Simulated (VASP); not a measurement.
# AlP5 (F-43m) in VASP: notebook

AlP5 is run at these levels: PBE; tasks: single point, relaxation of cell and atoms.

All numbers are computed with VASP 6.6.1; they aren't measurements. Logs are shortened: lines on timing, memory, paths and dates and some standing lists are left out, and cuts for length are marked.

## 1. The cell of the first run

Symmetry: F-43m, No. 216, cubic system. Conventional cell: a = 7.134 Å, b = 7.134 Å, c = 7.134 Å, α = 90.00°, β = 90.00°, γ = 90.00°. Within 3.9 Å of Al (site symmetry -43m) lie 16 P at 2.96 to 3.09 Å. Within 3.9 Å of P (site symmetry -43m) lie 12 P at 2.96 Å and 4 Al at 3.09 Å. Within 3.3 Å of P (site symmetry 3m) lie 9 P at 2.52 to 2.96 Å and 3 Al at 2.96 Å.

## 2. Single point, PBE

INCAR reads:

```
SYSTEM = AlP5
ALGO = Normal
EDIFF = 1E-6
ENCUT = 520
GGA = PE
ISIF = 2
ISMEAR = 0
LASPH = .TRUE.
LCHARG = .FALSE.
LREAL = .FALSE.
LWAVE = .FALSE.
NBANDS = 23
NELM = 100
PREC = Accurate
SIGMA = 0.1
```

KPOINTS reads:

```
k-points
0
G
  4 4 4
  0 0 0
```

POSCAR reads:

```
AlP5
1.0
    0.0000000000      3.5669105349      3.5669105349
    3.5669105349      0.0000000000      3.5669105349
    3.5669105349      3.5669105349      0.0000000000
Al P
1 5
Direct
    0.0000000000      0.0000000000      0.0000000000
    0.2500000000      0.2500000000      0.2500000000
    0.1250330193      0.6249889936      0.6249889936
    0.6249889936      0.6249889936      0.6249889936
    0.6249889936      0.6249889936      0.1250330193
    0.6249889936      0.1250330193      0.6249889936
```

Potentials or basis: VASP PAW PBE potentials, release 64 (Al, P).

Launch:

```console
> cat potpaw_PBE.64/Al/POTCAR potpaw_PBE.64/P/POTCAR > POTCAR
> mpirun -np 1 vasp_std > vasp.out
```

OUTCAR:

```text
SYSTEM = AlP5
   EDIFF = 1E-6
   ENCUT = 520
   GGA = PE
   ISIF = 2
   ISMEAR = 0
   LASPH = .TRUE.
   LREAL = .FALSE.
   NELM = 100
   PREC = Accurate

 ion  position               nearest neighbor table
   1  0.000  0.000  0.000-   3 2.96   5 2.96   6 2.96   4 2.96   4 2.96   4 2.96   3 2.96   6 2.96
                             6 2.96   3 2.96   5 2.96   5 2.96   2 3.09   2 3.09   2 3.09   2 3.09
   2  0.250  0.250  0.250-   3 2.96   6 2.96   3 2.96   5 2.96   5 2.96   6 2.96   4 2.96   4 2.96
                             4 2.96   3 2.96   5 2.96   6 2.96   1 3.09   1 3.09   1 3.09   1 3.09
   3  0.125  0.625  0.625-   4 2.52   5 2.52   6 2.52   6 2.52   5 2.52   4 2.52   2 2.96   2 2.96
                             2 2.96   1 2.96   1 2.96   1 2.96
   4  0.625  0.625  0.625-   3 2.52   5 2.52   6 2.52   3 2.52   6 2.52   5 2.52   2 2.96   2 2.96
                             2 2.96   1 2.96   1 2.96   1 2.96
   5  0.625  0.625  0.125-   3 2.52   4 2.52   6 2.52   6 2.52   3 2.52   4 2.52   2 2.96   2 2.96
                             2 2.96   1 2.96   1 2.96   1 2.96
   6  0.625  0.125  0.625-   3 2.52   4 2.52   5 2.52   3 2.52   5 2.52   4 2.52   2 2.96   2 2.96
                             2 2.96   1 2.96   1 2.96   1 2.96

  LATTYP: Found a face centered cubic cell.
 ALAT       =     7.1338210698

  Lattice vectors:

 A1 = (   0.0000000000,   3.5669105349,   3.5669105349)
 A2 = (   3.5669105349,   0.0000000000,   3.5669105349)
 A3 = (   3.5669105349,   3.5669105349,   0.0000000000)

Analysis of symmetry for initial positions (statically):
=====================================================================
 Subroutine PRICEL returns:
 Original cell was already a primitive cell.

 Routine SETGRP: Setting up the symmetry group for a
 face centered cubic supercell.

 Subroutine GETGRP returns: Found 24 space group operations
 (whereof 24 operations were pure point group operations)
 out of a pool of 48 trial point group operations.

The static configuration has the point symmetry T_d .

Analysis of symmetry for dynamics (positions and initial velocities):
=====================================================================
 Subroutine PRICEL returns:
 Original cell was already a primitive cell.

 Routine SETGRP: Setting up the symmetry group for a
 face centered cubic supercell.

 Subroutine GETGRP returns: Found 24 space group operations
 (whereof 24 operations were pure point group operations)
 out of a pool of 48 trial point group operations.

The dynamic configuration has the point symmetry T_d .

 Subroutine INISYM returns: Found 24 space group operations
 (whereof 24 operations are pure point group operations),
 and found     1 'primitive' translations

----------------------------------------------------------------------------------------

                                     Primitive cell

  volume of cell :      90.7625

  direct lattice vectors                    reciprocal lattice vectors
     0.000000000  3.566910535  3.566910535    -0.140177331  0.140177331  0.140177331
     3.566910535  0.000000000  3.566910535     0.140177331 -0.140177331  0.140177331
     3.566910535  3.566910535  0.000000000     0.140177331  0.140177331 -0.140177331

  length of vectors
     5.044373254  5.044373254  5.044373254     0.242794260  0.242794260  0.242794260

  position of ions in fractional coordinates (direct lattice)
     0.000000000  0.000000000  0.000000000
     0.250000000  0.250000000  0.250000000
     0.125033019  0.624988994  0.624988994
     0.624988994  0.624988994  0.624988994
     0.624988994  0.624988994  0.125033019
     0.624988994  0.125033019  0.624988994

  ion indices of the primitive-cell ions
   primitive index   ion index
                 1           1
                 2           2
                 3           3
                 4           4
                 5           5
                 6           6

----------------------------------------------------------------------------------------

 KPOINTS: k-points

Automatic generation of k-mesh.
 Grid dimensions read from file:
 generate k-points for:    4    4    4

 Generating k-lattice:

  Cartesian coordinates                     Fractional coordinates (reciprocal lattice)
    -0.035044333  0.035044333  0.035044333     0.250000000  0.000000000  0.000000000
     0.035044333 -0.035044333  0.035044333     0.000000000  0.250000000  0.000000000
     0.035044333  0.035044333 -0.035044333     0.000000000  0.000000000  0.250000000

  Length of vectors
     0.060698565  0.060698565  0.060698565

  Shift w.r.t. Gamma in fractional coordinates (k-lattice)
     0.000000000  0.000000000  0.000000000

 Subroutine IBZKPT returns following result:
 ===========================================

 Found      8 irreducible k-points:

 Following reciprocal coordinates:
            Coordinates               Weight
  0.000000  0.000000  0.000000      1.000000
  0.250000  0.000000  0.000000      8.000000
  0.500000  0.000000  0.000000      4.000000
  0.250000  0.250000  0.000000      6.000000
  0.500000  0.250000  0.000000     24.000000
 -0.250000  0.250000  0.000000     12.000000
  0.500000  0.500000  0.000000      3.000000
 -0.250000  0.500000  0.250000      6.000000
   k-points           NKPTS =      8   k-points in BZ     NKDIM =      8   number of bands    NBANDS=     23
   number of dos      NEDOS =    301   number of ions     NIONS =      6
   total plane-waves  NPLWV =  64000
   dimension x,y,z NGX =    40 NGY =   40 NGZ =   40
   dimension x,y,z NGXF=    80 NGYF=   80 NGZF=   80
   ions per type =               1   5
   NGX,Y,Z   is equivalent  to a cutoff of  13.18, 13.18, 13.18 a.u.
   NGXF,Y,Z  is equivalent  to a cutoff of  26.37, 26.37, 26.37 a.u.
 SYSTEM =  AlP5
   PREC   = accura    normal or accurate (medium, high low for compatibility)
   ISTART =      0    job   : 0-new  1-cont  2-samecut
   ICHARG =      2    charge: 1-file 2-atom 10-const
   ISPIN  =      1    spin polarized calculation?
   LNONCOLLINEAR =      F non collinear calculations
   LSORBIT =      F    spin-orbit coupling
   LASPH  =      T    aspherical Exc in radial PAW
   ENCUT  =  520.0 eV  38.22 Ry    6.18 a.u.   9.38  9.38  9.38*2*pi/ulx,y,z
   NELM   =    100;   NELMIN=  2; NELMDL= -5     # of ELM steps
   EDIFF  = 0.1E-05   stopping-criterion for ELM
   LREAL  =      F    real-space projection
   EDIFFG = 0.1E-04   stopping-criterion for IOM
   NSW    =      0    number of steps for IOM
   IBRION =     -1    ionic relax: 0-MD 1-quasi-New 2-CG
   NFREE  =      0    steps in history (QN), initial steepest desc. (CG)
   ISIF   =      2    stress and relaxation
   ISYM   =      2    0-nonsym 1-usesym 2-fastsym
   POTIM  = 0.5000    time-step for ionic-motion
   TEBEG  =    0.0;   TEEND  =   0.0 temperature during run
   PSTRESS=    0.0 pullay stress
   NELECT =      28.0000    total number of electrons
   NUPDOWN=      -1.0000    fix difference up-down
   EMIN   =  10.00;   EMAX   =-10.00  energy-range for DOS
   EFERMI =   0.00;   METHOD = LEGACY
   ISMEAR =     0;   SIGMA  =   0.10  broadening in eV -4-tet -1-fermi 0-gaus
   EFERMI_NEDOS =   21; number of points for ismear=-14 and -15
   IALGO  =     38    algorithm
   IMIX   =      4    mixing-type and parameters
     AMIX     =   0.40;   BMIX     =  1.00
     AMIX_MAG =   1.60;   BMIX_MAG =  1.00
  volume/ion in A,a.u.               =      15.13       102.08
  Fermi-wavevector in a.u.,A,eV,Ry     =   1.106179  2.090375 16.648515  1.223631
  Thomas-Fermi vector in A             =   2.242676
   LORBIT       =      0    0 simple, 1 ext, 2 COOP (PROOUT), +10 PAW based schemes
   GGA     = PE    functional components
   LHFCALC =     F    Hartree Fock is set to
   AEXX    =    0.0000 exact exchange contribution
   IVDW    =     0    specifies the selected vdW correction
   LEPSILON=     F    determine dielectric tensor
   LRPA    =     F    only Hartree local field effects (RPA)
 non-spin polarized calculation
 Gauss-broadening in eV      SIGMA  =   0.10
  energy-cutoff  :      520.00
  volume of cell :       90.76
 maximum number of plane-waves:      2468
 NGX is ok and might be reduce to    40
   NGX = 19   NGY = 19   NGZ = 19

 number of electron      28.0000003 magnetization

 Free energy of the ion-electron system (eV)
  ---------------------------------------------------
  ext. energy  EPLUGINS =         0.00000000
  ---------------------------------------------------
  free energy    TOTEN  =       -27.13418549 eV

  energy without entropy =      -27.12407436  energy(sigma->0) =      -27.12912992

 E-fermi :   9.1225     XC(G=0): -11.1230

 val. band max:        9.0931190448   @ k =  -0.2500   0.2500   0.0000
 cond. band min:       9.2627692018   @ k =   0.5000   0.5000   0.0000
 fundamental gap:      0.1696501570
 Fermi energy:         9.1225163551

 k-point     1 :       0.0000    0.0000    0.0000
  band No.  band energies     occupation
      1      -6.8610      2.00000
      2      -0.2492      2.00000
      3       0.5490      2.00000
      4       0.5490      2.00000
      5       0.5490      2.00000
      6       0.6794      2.00000
[... 15 lines left out ...]
     22      16.4799      0.00000
     23      16.9621      0.00000

 k-point     2 :       0.2500    0.0000    0.0000
  band No.  band energies     occupation
      1      -6.4159      2.00000
      2      -2.3202      2.00000
      3      -0.3638      2.00000
      4       0.2082      2.00000
      5       0.2082      2.00000
      6       2.0662      2.00000
[... 15 lines left out ...]
     22      15.0425      0.00000
     23      16.5681      0.00000
[... 128 lines left out ...]
     22      12.5371      0.00000
     23      14.9557      0.00000

 k-point     8 :      -0.2500    0.5000    0.2500
  band No.  band energies     occupation
      1      -4.4830      2.00000
      2      -4.4733      2.00000
      3      -2.5332      2.00000
      4      -1.3329      2.00000
      5       0.9776      2.00000
      6       3.1411      2.00000
[... 15 lines left out ...]
     22      12.6649      0.00000
     23      14.1409      0.00000

------------------------ aborting loop because EDIFF is reached ----------------------------------------

  FORCE on cell =-STRESS in cart. coord.  units (eV):
  Direction    XX          YY          ZZ          XY          YZ          ZX
  --------------------------------------------------------------------------------------
  -------------------------------------------------------------------------------------
  Total       -0.0657784     -0.0657784     -0.0657784      0.0000000      0.0000000     -0.0000000
  in kB       -1.1611467     -1.1611467     -1.1611467      0.0000000      0.0000000     -0.0000000
  external PRESSURE =      -1.1611467 kB  Pullay stress =       0.0000000 kB

 VOLUME and BASIS-vectors are now :
 -----------------------------------------------------------------------------
  energy-cutoff  :      520.00
  volume of cell :       90.76
      direct lattice vectors                 reciprocal lattice vectors
     0.000000000  3.566910535  3.566910535    -0.140177331  0.140177331  0.140177331
     3.566910535  0.000000000  3.566910535     0.140177331 -0.140177331  0.140177331
     3.566910535  3.566910535  0.000000000     0.140177331  0.140177331 -0.140177331

 POSITION                                       TOTAL-FORCE (eV/Angst)
 -----------------------------------------------------------------------------------
      0.00000      0.00000      0.00000         0.000000      0.000000      0.000000
      1.78346      1.78346      1.78346         0.000000      0.000000      0.000000
      4.45856      2.67526      2.67526        -0.003537      0.003537      0.003537
      4.45856      4.45856      4.45856        -0.003537     -0.003537     -0.003537
      2.67526      2.67526      4.45856         0.003537      0.003537     -0.003537
      2.67526      4.45856      2.67526         0.003537     -0.003537      0.003537
 -----------------------------------------------------------------------------------
    total drift:                               -0.000000     -0.000000     -0.000000

  FREE ENERGIE OF THE ION-ELECTRON SYSTEM (eV)
  ---------------------------------------------------
  free  energy   TOTEN  =       -27.1341854852 eV

  energy  without entropy=      -27.1240743628  energy(sigma->0) =      -27.12912992
```

It took 12 s on 1 thread of Intel Xeon 6975P-C (Granite Rapids), shared host; peak memory 0.23 GiB.

What came out:

- Free energy: -27.1342 eV
- Pressure: -0.1 GPa
- Band gap on the k mesh: zero (band 14 reaches 9.09 eV, above the bottom of band 15 at 6.81 eV)

Caveat: the k points lie up to 0.38 Å⁻¹ apart.

## 3. Relaxation of cell and atoms, PBE

This run uses another cell than the first one, of 21.10 Å³/atom, 1.395 times its volume.

INCAR reads:

```
SYSTEM = AlP5
PREC = Accurate
ENCUT = 600
EDIFF = 1E-7
ISMEAR = 0
SIGMA = 0.1
LREAL = .False.
LASPH = .True.
NELM = 80
ALGO = Normal
ISIF = 3
LWAVE = .False.
LCHARG = .False.
GGA = PE
IBRION = 2
NSW = 90
EDIFFG = -0.04
```

KPOINTS reads:

```
Automatic mesh
0
Gamma
  4 4 4
  0 0 0
```

POSCAR reads:

```
AlP5
1.0
    0.0000000000      3.9856235800      3.9856235800
    3.9856235800      0.0000000000      3.9856235800
    3.9856235800      3.9856235800      0.0000000000
Al P
1 5
Direct
    0.0000000000      0.0000000000      0.0000000000
    0.2500000000      0.2500000000      0.2500000000
    0.1295901500      0.6234699500      0.6234699500
    0.6234699500      0.6234699500      0.6234699500
    0.6234699500      0.6234699500      0.1295901500
    0.6234699500      0.1295901500      0.6234699500
```

Potentials or basis: VASP PAW PBE potentials, release 64 (Al, P).

Launch:

```console
> cat potpaw_PBE.64/Al/POTCAR potpaw_PBE.64/P/POTCAR > POTCAR
> mpirun -np 1 vasp_std > vasp.out
```

Run time: 1.8 min. Hardware: 1 thread of Intel Xeon 6975P-C (Granite Rapids), shared host; peak memory 0.33 GiB.

The run converged. Its results:

- Free energy: -27.1366 eV
- Relaxed volume: 15.18 Å³/atom
- Relaxed cell: a = 5.050 Å, b = 5.050 Å, c = 5.050 Å, α = 60.00°, β = 60.00°, γ = 60.00°
- Space group after relaxing (to 0.05 Å): F-43m (No. 216)
- Energy gained by relaxing: 362.6 meV/atom
- Ionic steps: 9
- Pressure after relaxing: -0.4 GPa
- Largest force after relaxing: 0.007 eV/Å
- Band gap on the k mesh: zero (band 14 reaches 9.05 eV, above the bottom of band 15 at 6.77 eV)

Forces on the atoms (eV/Å):
```
Al   0.000  0.000  0.000
P    0.000  0.000  0.000
P   -0.004  0.004  0.004
P   -0.004 -0.004 -0.004
P    0.004  0.004 -0.004
P    0.004 -0.004  0.004
```

The path:
```csv
step,energy change (eV),largest force (eV/Å),pressure (GPa),volume (Å³)
1,0.0000,0.3072,-14.45,126.62
2,-2.1185,0.1302,-3.41,94.84
3,-2.1607,0.1904,-0.42,91.30
4,-2.1609,0.2022,0.17,90.67
5,-2.1679,0.1606,0.25,90.51
6,-2.1745,0.0523,0.64,90.02
7,-2.1754,0.0285,0.48,90.17
8,-2.1755,0.0135,0.51,90.14
9,-2.1759,0.0073,-0.37,91.05
```

Final structure:
```xyz
6
Lattice="0.0000 3.5707 3.5707 3.5707 0.0000 3.5707 3.5707 3.5707 0.0000" Properties=species:S:1:pos:R:3 pbc="T T T"
Al    0.0000    0.0000    0.0000
P     1.7854    1.7854    1.7854
P     4.4634    2.6780    2.6780
P     4.4634    4.4634    4.4634
P     2.6780    2.6780    4.4634
P     2.6780    4.4634    2.6780
```

Levels at points of the mesh, in eV from the Fermi level:
| k point | band 12 | band 13 | band 14 | band 15 | band 16 | band 17 |
| --- | --- | --- | --- | --- | --- | --- |
| (0.00, 0.00, 0.00) | -2.32 | -2.31 | -2.31 | -2.31 | 4.27 | 4.27 |
| (0.50, 0.00, 0.00) | -2.03 | -1.72 | -1.72 | 0.82 | 1.40 | 2.01 |
| (0.50, 0.50, 0.00) | -1.66 | -1.26 | -1.25 | -0.21 | 0.14 | 1.37 |

Caveat: the volume moved by over 15 % at a fixed basis, so the end points are rough.

## 4. Single point, PBE

This run uses another cell than the first one, of 15.34 Å³/atom, 1.014 times its volume.

INCAR reads:

```
PREC = Accurate
ENCUT = 520
EDIFF = 1E-6
ISMEAR = 0
SIGMA = 0.1
LREAL = F
LASPH = T
NELM = 100
ALGO = Normal
ISIF = 2
LWAVE = F
LCHARG = F
GGA = PE
NBANDS = 23
```

KPOINTS reads:

```
Automatic mesh
0
Gamma
  10 10 10
```

POSCAR reads:

```
AlP5
1.0
    0.0000000000      3.5839254068      3.5839254068
    3.5839254068      0.0000000000      3.5839254068
    3.5839254068      3.5839254068      0.0000000000
Al P
1 5
Direct
    0.0000000000      0.0000000000      0.0000000000
    0.7500000000      0.7500000000      0.7500000000
    0.3774979947      0.3774979947      0.8675060159
    0.3774979947      0.8675060159      0.3774979947
    0.3774979947      0.3774979947      0.3774979947
    0.8675060159      0.3774979947      0.3774979947
```

Launch:

```console
> cat potpaw_PBE.64/Al/POTCAR potpaw_PBE.64/P/POTCAR > POTCAR
> mpirun -np 1 vasp_std > vasp.out
```

It took 49 s on 1 thread of Intel Xeon 6975P-C (Granite Rapids), shared host; peak memory 0.26 GiB.

Results (log left out):

```yaml
Free_energy: -26.5187 eV
Pressure: -0.1 GPa
Largest_force: 0.016 eV/Å
Band_gap_on_the_k_mesh: zero (band 14 reaches 9.48 eV, above the bottom of band 15 at 6.74 eV)
```

Forces on the atoms (eV/Å):
```
Al   0.000  0.000  0.000
P    0.000  0.000  0.000
P   -0.009 -0.009  0.009
P   -0.009  0.009 -0.009
P    0.009  0.009  0.009
P    0.009 -0.009 -0.009
```

Levels at points of the mesh, in eV from the Fermi level:
```tsv
k point	band 10	band 11	band 12	band 13	band 14	band 15	band 16	band 17	band 18	band 19
(0.00, 0.00, 0.00)	-3.87	-3.87	-2.33	-2.30	-2.30	-2.30	4.07	4.07	4.07	4.45
(0.50, 0.00, 0.00)	-2.24	-2.24	-2.10	-1.96	-1.96	0.55	1.34	1.97	1.97	4.45
(0.50, 0.50, 0.00)	-2.25	-1.72	-1.72	-1.54	-1.19	-0.08	0.09	1.26	1.26	1.55
```

## 5. Overview

| task | cell | k mesh | cutoff (eV) | gap on the mesh (eV) | pressure (GPa) | largest force (eV/Å) |
| --- | --- | --- | --- | --- | --- | --- |
| single point | a = 5.044 Å, angles 60.0°, 6 atoms | 4 × 4 × 4 | 520 | none | -0.1 | - |
| relaxation of cell and atoms | relaxed from a = 5.637 Å, angles 60.0°, 6 atoms | 4 × 4 × 4 | 600 | none | -0.4 | 0.01 |
| single point | a = 5.068 Å, angles 60.0°, 6 atoms | 10 × 10 × 10 | 520 | none | -0.1 | 0.02 |

Alike in all rows: level PBE; potentials or basis VASP PAW PBE potentials, release 64 (Al, P); no spin polarisation; smearing gaussian 0.1 eV.

Caveats: some runs use coarse meshes; the volume moved by over 15 % at a fixed basis, so the end points are rough (some runs).

Total energies depend on the potentials used, so only differences within one code and one set of settings carry meaning.
